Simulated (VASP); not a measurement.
Crystal: Ni.

```
Ni
1.0
     0.00000    1.73757    1.73757
     1.73757    0.00000    1.73757
     1.73757    1.73757    0.00000
Ni
1
Direct
  0.00000 0.00000 0.00000
```

```yaml
Program: VASP 6.6.1
Task: relaxation of cell and atoms
Functional: revPBE
Potentials_or_basis: VASP PAW PBE potentials, release 64 (Ni)
Cutoff: 600 eV
k_mesh: 13 × 13 × 13
Occupations: fermi-dirac, width 0.05 eV
Spin: collinear spin, ferromagnetic start
Starting_moments: "[1.0] μB"
```

At the start: pressure 12.3 GPa; volume 10.49 Å³/atom.

Problem. How do energy, volume and symmetry change on relaxing?

Solution. Over 3 steps the energy falls by 22.5 meV/atom and the volume is 11.12 Å³/atom (+6.0 %); space group Fm-3m (No. 225, to 0.05 Å); moment 0.63 μB per cell.

Step by step:
| step | energy change (eV) | largest force (eV/Å) | pressure (GPa) | volume (Å³) |
| --- | --- | --- | --- | --- |
| 1 | 0.0000 | 0.0000 | 12.26 | 10.49 |
| 2 | -0.0036 | 0.0000 | -8.90 | 11.76 |
| 3 | -0.0225 | 0.0000 | -0.02 | 11.12 |

Final structure:
```
CELL_PARAMETERS angstrom
0.00000 1.77164 1.77164
1.77164 0.00000 1.77164
1.77164 1.77164 0.00000
ATOMIC_POSITIONS crystal
Ni 0.00000 0.00000 0.00000
```

Caveat: the PAW data sets were made with another functional, which shifts forces and pressure a little.
